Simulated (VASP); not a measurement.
# MgO (P1) in VASP: further runs, part 2 of 2

VASP 6.6.1. Earlier steps stand in the parts before.

## 3. Single point, PBE (atoms moved at random)

Input file INCAR:

```
SYSTEM = MgO
ALGO = Normal
EDIFF = 1E-6
ENCUT = 520
GGA = PE
ISIF = 2
ISMEAR = 0
LASPH = .TRUE.
LCHARG = .TRUE.
LELF = .TRUE.
LREAL = .FALSE.
LVHAR = .TRUE.
LWAVE = .FALSE.
NBANDS = 26
NELM = 100
PREC = Accurate
SIGMA = 0.05
```

Input file KPOINTS:

```
k-points
0
G
  6 6 6
  0 0 0
```

Input file POSCAR:

```
MgO
1.0
    4.2538458108      0.0000000000      0.0000000000
    0.0000000000     -4.2538458108      0.0000000000
    0.0000000000      0.0000000000     -4.2538458108
Mg O
4 4
Direct
   -0.0034536790      0.0008881777     -0.0119495609
    0.5141556961      0.4966339269      0.0221281617
    0.5155731230      0.0142759598      0.4700533644
   -0.0316995403      0.5164300957      0.5454924775
    0.5420014789      0.0042337055     -0.0063439860
    0.0086205280      0.4866765495     -0.0008141842
   -0.0126268070      0.0059994212      0.4888726922
    0.4674292005      0.4748621637      0.4925610353
```

Potentials or basis: VASP PAW PBE potentials, release 64 (Mg, O).

The run is started by

```console
$ cat potpaw_PBE.64/Mg/POTCAR potpaw_PBE.64/O/POTCAR > POTCAR
$ mpirun -np 1 vasp_std > vasp.out
```

OUTCAR:

```text
SYSTEM = MgO
   EDIFF = 1E-6
   ENCUT = 520
   GGA = PE
   ISIF = 2
   ISMEAR = 0
   LASPH = .TRUE.
   LREAL = .FALSE.
   NELM = 100
   PREC = Accurate

 ion  position               nearest neighbor table
   1  0.997  0.001  0.988-   5 1.93   6 2.07   7 2.12   7 2.13   6 2.19   5 2.32   4 2.79   4 2.89
                             3 2.90   2 2.95   2 2.97   3 3.01   3 3.01   2 3.05   2 3.08   3 3.12
   2  0.514  0.497  0.022-   8 2.01   5 2.10   6 2.11   6 2.15   5 2.17   8 2.26   3 2.80   4 2.80
                             3 2.91   1 2.95   4 2.95   1 2.97   1 3.05   1 3.08   4 3.08   3 3.12
   3  0.516  0.014  0.470-   8 1.97   7 2.01   5 2.03   5 2.23   7 2.25   8 2.31   2 2.80   4 2.88
                             4 2.89   1 2.90   2 2.91   1 3.01   1 3.01   2 3.12   1 3.12   4 3.16
[... 915 lines left out ...]
  external PRESSURE =      34.2491976 kB  Pullay stress =       0.0000000 kB

 VOLUME and BASIS-vectors are now :
 -----------------------------------------------------------------------------
  energy-cutoff  :      520.00
  volume of cell :       76.97
      direct lattice vectors                 reciprocal lattice vectors
     4.253845811  0.000000000  0.000000000     0.235081393  0.000000000  0.000000000
     0.000000000 -4.253845811  0.000000000     0.000000000 -0.235081393  0.000000000
     0.000000000  0.000000000 -4.253845811     0.000000000  0.000000000 -0.235081393

 POSITION                                       TOTAL-FORCE (eV/Angst)
 -----------------------------------------------------------------------------------
      4.23915     -0.00378     -4.20301         1.198490     -0.045516     -0.402453
      2.18714     -2.11260     -0.09413        -0.778556     -0.048228      0.738593
      2.19317     -0.06073     -1.99953        -1.050780      0.654139     -0.926693
      4.11900     -2.19681     -2.32044         1.068356      0.593492      1.865891
      2.30559     -0.01801     -4.22686        -1.844835      0.615730      0.241445
      0.03667     -2.07025     -4.25038        -0.276448     -0.791883     -0.531880
      4.20013     -0.02552     -2.07959         0.601797      0.516662     -0.380880
      1.98837     -2.01999     -2.09528         1.081976     -1.494396     -0.604022
 -----------------------------------------------------------------------------------
    total drift:                               -0.000598     -0.001136      0.000007

  FREE ENERGIE OF THE ION-ELECTRON SYSTEM (eV)
  ---------------------------------------------------
  free  energy   TOTEN  =       -46.8082740634 eV

  energy  without entropy=      -46.8082740634  energy(sigma->0) =      -46.80827406
```

Wall time 2.7 min (1 thread of Intel Xeon Platinum 8259CL at 2.50GHz (Skylake/Cascade Lake), shared host); peak memory 0.29 GiB.

What came out:

| Item | Value |
| --- | --- |
| Free energy | -46.8083 eV |
| Pressure | 3.4 GPa |
| Largest force | 2.231 eV/Å |
| Band gap on the k mesh | 4.31 eV |

Forces on the atoms (eV/Å):
```
Mg   1.198 -0.046 -0.402
Mg  -0.779 -0.048  0.739
Mg  -1.051  0.654 -0.927
Mg   1.068  0.593  1.866
O   -1.845  0.616  0.241
O   -0.276 -0.792 -0.532
O    0.602  0.517 -0.381
O    1.082 -1.494 -0.604
```

Levels at points of the mesh, in eV from the valence-band top:
```csv
k point,band 13,band 14,band 15,band 16,band 17,band 18,band 19,band 20
"(0.00, 0.00, 0.00)",-1.25,-0.09,-0.04,0.00,4.31,8.94,9.01,9.11
"(0.50, 0.00, 0.00)",-0.78,-0.74,-0.67,-0.62,7.46,7.60,10.41,10.98
"(0.00, 0.50, 0.00)",-0.86,-0.78,-0.64,-0.58,7.39,7.83,10.04,10.54
"(0.00, 0.00, 0.50)",-0.77,-0.74,-0.70,-0.64,7.42,7.54,10.29,10.38
"(0.50, 0.50, 0.00)",-0.80,-0.71,-0.51,-0.47,8.43,8.61,9.53,9.61
"(0.00, 0.50, 0.50)",-0.67,-0.64,-0.57,-0.50,8.39,8.64,9.37,9.57
"(0.50, 0.00, 0.50)",-0.71,-0.63,-0.56,-0.53,8.65,8.83,8.99,9.04
"(0.50, 0.50, 0.50)",-0.62,-0.59,-0.58,-0.52,7.42,7.52,7.70,7.76
```

Caveat: the cell differs from its parent crystal (atoms moved at random); the cell stands under pressure; forces of over 1 eV/Å act on the atoms, so gaps and moduli don't describe the material at rest.
